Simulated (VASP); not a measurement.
Here is a VASP 6.6.1 calculation.

The input INCAR:

```
SYSTEM = HgH4C4N2Cl2
PREC = Accurate
ENCUT = 520
EDIFF = 1E-6
ISMEAR = 0
SIGMA = 0.02
LREAL = .False.
LASPH = .True.
NELM = 100
ALGO = Normal
ISIF = 2
LWAVE = .False.
LCHARG = .False.
GGA = PE
IVDW = 12
NBANDS = 40
```

Contents of KPOINTS:

```
Automatic mesh
0
Gamma
  4 4 6
  0 0 0
```

Contents of POSCAR:

```
HgH4C4N2Cl2
1.0
    5.8234256820     -3.8715827864     -0.1919354357
    5.8079287809      3.8478449349     -0.1858696911
   -0.1857270645      0.0033989596      3.8664277708
Hg H C N Cl
1 4 4 2 2
Direct
    0.5000000000      0.5000000000      0.5000000000
   -0.0056670956      0.3247578418      0.2936629255
   -0.3225372052      0.0035885905      0.7070502333
    0.0056670956     -0.3247578418      0.7063370745
    0.3225372052     -0.0035885905      0.2929497667
   -0.0022453828      0.1794079409      0.3876683416
   -0.1782869134      0.0011958972      0.6127469410
    0.0022453828     -0.1794079409      0.6123316584
    0.1782869134     -0.0011958972      0.3872530590
   -0.1788669125      0.1790559911      0.5003481625
    0.1788669125     -0.1790559911      0.4996518375
    0.6606733201      0.6622243014      0.0683649923
    0.3393266799      0.3377756986      0.9316350077
```

Potentials or basis: VASP PAW PBE potentials, release 64 (Hg, H, C, N, Cl).

Run with:

```console
$ cat potpaw_PBE.64/Hg/POTCAR potpaw_PBE.64/H/POTCAR potpaw_PBE.64/C/POTCAR potpaw_PBE.64/N/POTCAR potpaw_PBE.64/Cl/POTCAR > POTCAR
$ mpirun -np 1 vasp_std > vasp.out
```

What does it give for the largest force?

0.079 eV/Å.

Estimate the pressure.

0.1 GPa.

Estimate the dispersion energy per atom.

-0.115 eV.

What does it give for the band gap on the k mesh?

2.32 eV (least direct gap 2.39 eV).

Forces in eV/Å, atoms in the order of the input:
```
Hg   0.000  0.000  0.000
H    0.010  0.002  0.000
H   -0.007  0.003 -0.002
H   -0.010 -0.002  0.000
H    0.007 -0.003  0.002
C    0.066  0.025 -0.037
C   -0.042  0.016  0.027
C   -0.066 -0.025  0.037
C    0.042 -0.016 -0.027
N   -0.010  0.022  0.004
N    0.010 -0.022 -0.004
Cl   0.042  0.002 -0.018
Cl  -0.042 -0.002  0.018
```

Caveat: spin-orbit coupling is left out, which moves the levels of the heavy elements. A k mesh can miss the band edges.
